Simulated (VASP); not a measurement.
# PbO (Litharge) (P4/nmm) in VASP: notebook

Runs on PbO (Litharge). Level: PBEsol. Tasks: single point.

All numbers are computed with VASP 6.6.1; they aren't measurements. Logs are shortened: lines on timing, memory, paths and dates and some standing lists are left out, and cuts for length are marked.

## Step 1: The cell of the first run

The structure is tetragonal, space group P4/nmm (No. 129). The conventional cell has a = 3.987 Å, b = 3.987 Å, c = 5.080 Å, α = 90.00°, β = 90.00°, γ = 90.00°. Pb (site symmetry 4mm) has 4 O at 2.32 Å within 3.1 Å. Within 3.1 Å of O (site symmetry -4m2) lie 4 Pb at 2.32 Å and 4 O at 2.82 Å.

## Step 2: Single point, PBEsol

Input file INCAR:

```
PREC = Accurate
ENCUT = 520
EDIFF = 1E-6
ISMEAR = 0
SIGMA = 0.01
LREAL = F
LASPH = T
NELM = 100
ALGO = Normal
ISIF = 2
LWAVE = F
LCHARG = F
GGA = PS
NBANDS = 28
```

Input file KPOINTS:

```
regular mesh
0
Gamma
  6 6 6
```

Input file POSCAR:

```
PbO
1.0
    3.9874836121      0.0000000000      0.0000000000
    0.0000000000      3.9874836121      0.0000000000
    0.0000000000      0.0000000000      5.0798794085
Pb O
2 2
Direct
    0.0000000000      0.5000000000      0.2331632985
    0.5000000000      0.0000000000      0.7668367015
    0.0000000000      0.0000000000      0.0000000000
    0.5000000000      0.5000000000      0.0000000000
```

Potentials or basis: VASP PAW PBE potentials, release 64 (Pb_d, O).

Started as:

```bash
cat potpaw_PBE.64/Pb_d/POTCAR potpaw_PBE.64/O/POTCAR > POTCAR
mpirun -np 1 vasp_std > vasp.out
```

OUTCAR:

```text
PREC = Accurate
   ENCUT = 520
   EDIFF = 1E-6
   ISMEAR = 0
   LREAL = F
   LASPH = T
   NELM = 100
   ISIF = 2
   GGA = PS

 ion  position               nearest neighbor table
   1  0.000  0.500  0.233-   3 2.32   4 2.32   3 2.32   4 2.32   2 3.68   2 3.68   2 3.68   2 3.68
                             2 3.91   2 3.91   2 3.91   2 3.91
   2  0.500  0.000  0.767-   3 2.32   4 2.32   4 2.32   3 2.32   1 3.68   1 3.68   1 3.68   1 3.68
                             1 3.91   1 3.91   1 3.91   1 3.91
   3  0.000  0.000  0.000-   1 2.32   2 2.32   1 2.32   2 2.32
   4  0.500  0.500  0.000-   1 2.32   2 2.32   2 2.32   1 2.32

  LATTYP: Found a simple tetragonal cell.
 ALAT       =     3.9874836121
 C/A-ratio  =     1.2739561846

  Lattice vectors:

 A1 = (   3.9874836121,   0.0000000000,   0.0000000000)
 A2 = (   0.0000000000,   3.9874836121,   0.0000000000)
 A3 = (   0.0000000000,   0.0000000000,   5.0798794085)

Analysis of symmetry for initial positions (statically):
=====================================================================
 Subroutine PRICEL returns:
 Original cell was already a primitive cell.

 Routine SETGRP: Setting up the symmetry group for a
 simple tetragonal supercell.

 Subroutine GETGRP returns: Found 16 space group operations
 (whereof  8 operations were pure point group operations)
 out of a pool of 16 trial point group operations.

The static configuration has the point symmetry D_2d.
 The point group associated with its full space group is D_4h.

Analysis of symmetry for dynamics (positions and initial velocities):
=====================================================================
 Subroutine PRICEL returns:
 Original cell was already a primitive cell.

 Routine SETGRP: Setting up the symmetry group for a
 simple tetragonal supercell.

 Subroutine GETGRP returns: Found 16 space group operations
 (whereof  8 operations were pure point group operations)
 out of a pool of 16 trial point group operations.

The dynamic configuration has the point symmetry D_2d.
 The point group associated with its full space group is D_4h.

 Subroutine INISYM returns: Found 16 space group operations
 (whereof  8 operations are pure point group operations),
 and found     1 'primitive' translations

----------------------------------------------------------------------------------------

                                     Primitive cell

  volume of cell :      80.7702

  direct lattice vectors                    reciprocal lattice vectors
     3.987483612  0.000000000  0.000000000     0.250784730  0.000000000  0.000000000
     0.000000000  3.987483612  0.000000000     0.000000000  0.250784730  0.000000000
     0.000000000  0.000000000  5.079879409     0.000000000  0.000000000  0.196855067

  length of vectors
     3.987483612  3.987483612  5.079879409     0.250784730  0.250784730  0.196855067

  position of ions in fractional coordinates (direct lattice)
     0.000000000  0.500000000  0.233163299
     0.500000000  0.000000000  0.766836701
     0.000000000  0.000000000  0.000000000
     0.500000000  0.500000000  0.000000000

  ion indices of the primitive-cell ions
   primitive index   ion index
                 1           1
                 2           2
                 3           3
                 4           4

----------------------------------------------------------------------------------------

 KPOINTS: regular mesh

Automatic generation of k-mesh.
 Grid dimensions read from file:
 generate k-points for:    6    6    6

 Generating k-lattice:

  Cartesian coordinates                     Fractional coordinates (reciprocal lattice)
     0.041797455  0.000000000  0.000000000     0.166666667  0.000000000  0.000000000
     0.000000000  0.041797455  0.000000000     0.000000000  0.166666667  0.000000000
     0.000000000  0.000000000  0.032809178     0.000000000  0.000000000  0.166666667

  Length of vectors
     0.041797455  0.041797455  0.032809178

  Shift w.r.t. Gamma in fractional coordinates (k-lattice)
     0.000000000  0.000000000  0.000000000

 Subroutine IBZKPT returns following result:
 ===========================================

 Found     40 irreducible k-points:

 Following reciprocal coordinates:
            Coordinates               Weight
  0.000000  0.000000  0.000000      1.000000
  0.166667  0.000000  0.000000      4.000000
  0.333333  0.000000  0.000000      4.000000
  0.500000  0.000000  0.000000      2.000000
  0.166667  0.166667  0.000000      4.000000
  0.333333  0.166667  0.000000      8.000000
[... 16 lines left out ...]
  0.333333  0.000000  0.333333      8.000000
  0.500000  0.000000  0.333333      4.000000
 [... further k-points ...]
   k-points           NKPTS =     40   k-points in BZ     NKDIM =     40   number of bands    NBANDS=     28
   number of dos      NEDOS =    301   number of ions     NIONS =      4
   total plane-waves  NPLWV =  36000
   dimension x,y,z NGX =    30 NGY =   30 NGZ =   40
   dimension x,y,z NGXF=    60 NGYF=   60 NGZF=   80
   ions per type =               2   2
   NGX,Y,Z   is equivalent  to a cutoff of  12.51, 12.51, 13.09 a.u.
   NGXF,Y,Z  is equivalent  to a cutoff of  25.02, 25.02, 26.18 a.u.
 SYSTEM =  unknown system
   PREC   = accura    normal or accurate (medium, high low for compatibility)
   ISTART =      0    job   : 0-new  1-cont  2-samecut
   ICHARG =      2    charge: 1-file 2-atom 10-const
   ISPIN  =      1    spin polarized calculation?
   LNONCOLLINEAR =      F non collinear calculations
   LSORBIT =      F    spin-orbit coupling
   LASPH  =      T    aspherical Exc in radial PAW
   ENCUT  =  520.0 eV  38.22 Ry    6.18 a.u.   7.41  7.41  9.45*2*pi/ulx,y,z
   NELM   =    100;   NELMIN=  2; NELMDL= -5     # of ELM steps
   EDIFF  = 0.1E-05   stopping-criterion for ELM
   LREAL  =      F    real-space projection
   EDIFFG = 0.1E-04   stopping-criterion for IOM
   NSW    =      0    number of steps for IOM
   IBRION =     -1    ionic relax: 0-MD 1-quasi-New 2-CG
   NFREE  =      0    steps in history (QN), initial steepest desc. (CG)
   ISIF   =      2    stress and relaxation
   ISYM   =      2    0-nonsym 1-usesym 2-fastsym
   POTIM  = 0.5000    time-step for ionic-motion
   TEBEG  =    0.0;   TEEND  =   0.0 temperature during run
   PSTRESS=    0.0 pullay stress
   NELECT =      40.0000    total number of electrons
   NUPDOWN=      -1.0000    fix difference up-down
   EMIN   =  10.00;   EMAX   =-10.00  energy-range for DOS
   EFERMI =   0.00;   METHOD = LEGACY
   ISMEAR =     0;   SIGMA  =   0.01  broadening in eV -4-tet -1-fermi 0-gaus
   EFERMI_NEDOS =   21; number of points for ismear=-14 and -15
   IALGO  =     38    algorithm
   IMIX   =      4    mixing-type and parameters
     AMIX     =   0.40;   BMIX     =  1.00
     AMIX_MAG =   1.60;   BMIX_MAG =  1.00
  volume/ion in A,a.u.               =      20.19       136.27
  Fermi-wavevector in a.u.,A,eV,Ry     =   1.295223  2.447616 22.825156  1.677602
  Thomas-Fermi vector in A             =   2.426756
   LORBIT       =      0    0 simple, 1 ext, 2 COOP (PROOUT), +10 PAW based schemes
   GGA     = PS    functional components
   LHFCALC =     F    Hartree Fock is set to
   AEXX    =    0.0000 exact exchange contribution
   IVDW    =     0    specifies the selected vdW correction
   LEPSILON=     F    determine dielectric tensor
   LRPA    =     F    only Hartree local field effects (RPA)
 non-spin polarized calculation
 Gauss-broadening in eV      SIGMA  =   0.01
  energy-cutoff  :      520.00
  volume of cell :       80.77
 maximum number of plane-waves:      2210
 NGX is ok and might be reduce to    30
   NGX = 15   NGY = 15   NGZ = 19

 number of electron      39.9999997 magnetization

 Free energy of the ion-electron system (eV)
  ---------------------------------------------------
  ext. energy  EPLUGINS =         0.00000000
  ---------------------------------------------------
  free energy    TOTEN  =       -22.87491804 eV

  energy without entropy =      -22.87491804  energy(sigma->0) =      -22.87491804

 E-fermi :   4.8524     XC(G=0):  -9.9798

 val. band max:        4.7959520837   @ k =   0.0000   0.0000   0.0000
 cond. band min:       6.0484338416   @ k =   0.5000   0.5000   0.0000
 fundamental gap:      1.2524817579
 Fermi energy:         4.8524098091

 k-point     1 :       0.0000    0.0000    0.0000
  band No.  band energies     occupation
      1     -13.4985      2.00000
      2     -12.9524      2.00000
      3     -11.1210      2.00000
      4     -11.1210      2.00000
      5     -11.0562      2.00000
      6     -11.0431      2.00000
[... 20 lines left out ...]
     27      12.2868      0.00000
     28      12.8318      0.00000

 k-point     2 :       0.1667    0.0000    0.0000
  band No.  band energies     occupation
      1     -13.4393      2.00000
      2     -12.9721      2.00000
      3     -11.1087      2.00000
      4     -11.1042      2.00000
      5     -11.0364      2.00000
      6     -11.0263      2.00000
[... 20 lines left out ...]
     27      12.5956      0.00000
     28      14.4398      0.00000

 k-point     3 :       0.3333    0.0000    0.0000
  band No.  band energies     occupation
      1     -13.3001      2.00000
      2     -13.0381      2.00000
      3     -11.0764      2.00000
      4     -11.0625      2.00000
      5     -11.0001      2.00000
      6     -10.9982      2.00000
[... 20 lines left out ...]
     27      13.0566      0.00000
     28      15.5802      0.00000

 k-point     4 :       0.5000    0.0000    0.0000
  band No.  band energies     occupation
      1     -13.1524      2.00000
      2     -13.1524      2.00000
      3     -11.0359      2.00000
      4     -11.0359      2.00000
      5     -11.0198      2.00000
      6     -11.0198      2.00000
[... 578 lines left out ...]
     27      13.2617      0.00000
     28      14.4929      0.00000

 k-point    23 :       0.3333    0.0000    0.3333
  band No.  band energies     occupation
      1     -13.3016      2.00000
      2     -13.0394      2.00000
      3     -11.0880      2.00000
      4     -11.0440      2.00000
      5     -11.0353      2.00000
      6     -11.0059      2.00000
[... 20 lines left out ...]
     27      13.6847      0.00000
     28      15.4013      0.00000

 k-point    24 :       0.5000    0.0000    0.3333
  band No.  band energies     occupation
      1     -13.1590      2.00000
      2     -13.1590      2.00000
      3     -11.0724      2.00000
      4     -11.0724      2.00000
      5     -11.0157      2.00000
      6     -11.0157      2.00000
[... 20 lines left out ...]
     27      14.3757      0.00000
     28      14.3757      0.00000

 [... further k-points ...]
[... 5 lines left out ...]
  --------------------------------------------------------------------------------------
  -------------------------------------------------------------------------------------
  Total        0.0561118      0.0561118      0.0543523      0.0000000      0.0000000      0.0000000
  in kB        1.1130475      1.1130475      1.0781457      0.0000000      0.0000000      0.0000000
  external PRESSURE =       1.1014136 kB  Pullay stress =       0.0000000 kB

 VOLUME and BASIS-vectors are now :
 -----------------------------------------------------------------------------
  energy-cutoff  :      520.00
  volume of cell :       80.77
      direct lattice vectors                 reciprocal lattice vectors
     3.987483612  0.000000000  0.000000000     0.250784730  0.000000000  0.000000000
     0.000000000  3.987483612  0.000000000     0.000000000  0.250784730  0.000000000
     0.000000000  0.000000000  5.079879409     0.000000000  0.000000000  0.196855067

 POSITION                                       TOTAL-FORCE (eV/Angst)
 -----------------------------------------------------------------------------------
      0.00000      1.99374      1.18444        -0.000000      0.000000      0.045021
      1.99374      0.00000      3.89544         0.000000     -0.000000     -0.045021
      0.00000      0.00000      0.00000        -0.000000      0.000000      0.000000
      1.99374      1.99374      0.00000        -0.000000     -0.000000      0.000000
 -----------------------------------------------------------------------------------
    total drift:                                0.000000      0.000000     -0.000000

  FREE ENERGIE OF THE ION-ELECTRON SYSTEM (eV)
  ---------------------------------------------------
  free  energy   TOTEN  =       -22.8749180379 eV

  energy  without entropy=      -22.8749180379  energy(sigma->0) =      -22.87491804
```

It took 56 s on 1 thread of Intel Xeon 6975P-C (Granite Rapids), shared host; peak memory 0.22 GiB.

What came out:

| Quantity | Value |
| --- | --- |
| Free energy | -22.8749 eV |
| Pressure | 0.1 GPa |
| Largest force | 0.045 eV/Å |
| Band gap on the k mesh | 1.25 eV, indirect (least direct gap 2.20 eV) |

Forces in eV/Å, atoms in the order of the input:
```
Pb   0.000  0.000  0.045
Pb   0.000  0.000 -0.045
O    0.000  0.000  0.000
O    0.000  0.000  0.000
```

Levels at points of the mesh, in eV from the valence-band top:
| k point | band 17 | band 18 | band 19 | band 20 | band 21 | band 22 | band 23 | band 24 |
| --- | --- | --- | --- | --- | --- | --- | --- | --- |
| (0.00, 0.00, 0.00) | -1.68 | -1.65 | -1.65 | 0.00 | 2.25 | 5.26 | 5.69 | 5.69 |
| (0.50, 0.00, 0.00) | -3.01 | -3.01 | -1.61 | -1.61 | 3.32 | 3.32 | 6.41 | 6.41 |
| (0.50, 0.50, 0.00) | -1.63 | -1.63 | -1.02 | -1.02 | 1.25 | 1.25 | 5.21 | 5.21 |
| (0.00, 0.00, 0.50) | -1.72 | -1.68 | -1.68 | -0.91 | 1.84 | 4.06 | 4.06 | 4.24 |
| (0.50, 0.00, 0.50) | -2.98 | -2.98 | -0.97 | -0.97 | 3.01 | 3.01 | 6.34 | 6.34 |
| (0.50, 0.50, 0.50) | -2.18 | -2.18 | -1.02 | -1.02 | 3.48 | 3.48 | 4.59 | 4.59 |

Caveat: the PAW data sets were made with another functional, which shifts forces and pressure a little; spin-orbit coupling is left out, which moves the levels of the heavy elements.

## Step 3: Single point, PBEsol

Input file INCAR:

```
SYSTEM = PbO
PREC = Accurate ; ENCUT = 520
EDIFF = 1E-6 ; ISMEAR = 0
SIGMA = 0.01 ; LREAL = .False.
LASPH = .True. ; NELM = 100
ALGO = Normal ; ISIF = 2
LWAVE = .False. ; LCHARG = .False.
GGA = PS ; NBANDS = 28
```

Input file KPOINTS:

```
Automatic mesh
0
Gamma
  6 6 6
  0 0 0
```

POSCAR is that of step 2.

Potentials or basis: VASP PAW PBE potentials, release 64 (Pb_d, O).

Started as:

```bash
cat potpaw_PBE.64/Pb_d/POTCAR potpaw_PBE.64/O/POTCAR > POTCAR
mpirun -np 1 vasp_std > vasp.out
```

Run time: 66 s. Hardware: 1 thread of Intel Xeon 6975P-C (Granite Rapids), shared host; peak memory 0.22 GiB.

It converged, with:

- Free energy: -22.8749 eV
- Pressure: 0.1 GPa
- Largest force: 0.045 eV/Å
- Band gap on the k mesh: 1.25 eV, indirect (least direct gap 2.20 eV)

Forces on the atoms (eV/Å):
```
Pb   0.000  0.000  0.045
Pb   0.000  0.000 -0.045
O    0.000  0.000  0.000
O    0.000  0.000  0.000
```

Levels at points of the mesh, in eV from the valence-band top:
```csv
k point,band 16,band 17,band 18,band 19,band 20,band 21,band 22,band 23,band 24,band 25
"(0.00, 0.00, 0.00)",-4.27,-1.68,-1.65,-1.65,0.00,2.25,5.26,5.69,5.69,6.49
"(0.50, 0.00, 0.00)",-3.20,-3.01,-3.01,-1.61,-1.61,3.32,3.32,6.41,6.41,6.69
"(0.50, 0.50, 0.00)",-3.43,-1.63,-1.63,-1.02,-1.02,1.25,1.25,5.21,5.21,7.71
"(0.00, 0.00, 0.50)",-4.13,-1.72,-1.68,-1.68,-0.91,1.84,4.06,4.06,4.24,8.59
"(0.50, 0.00, 0.50)",-3.66,-2.98,-2.98,-0.97,-0.97,3.01,3.01,6.34,6.34,7.22
"(0.50, 0.50, 0.50)",-3.84,-2.18,-2.18,-1.02,-1.02,3.48,3.48,4.59,4.59,5.67
```

Caveat: the PAW data sets were made with another functional, which shifts forces and pressure a little; spin-orbit coupling is left out, which moves the levels of the heavy elements. Expect the measured gap to be larger: semilocal functionals such as PBEsol lack the derivative discontinuity.
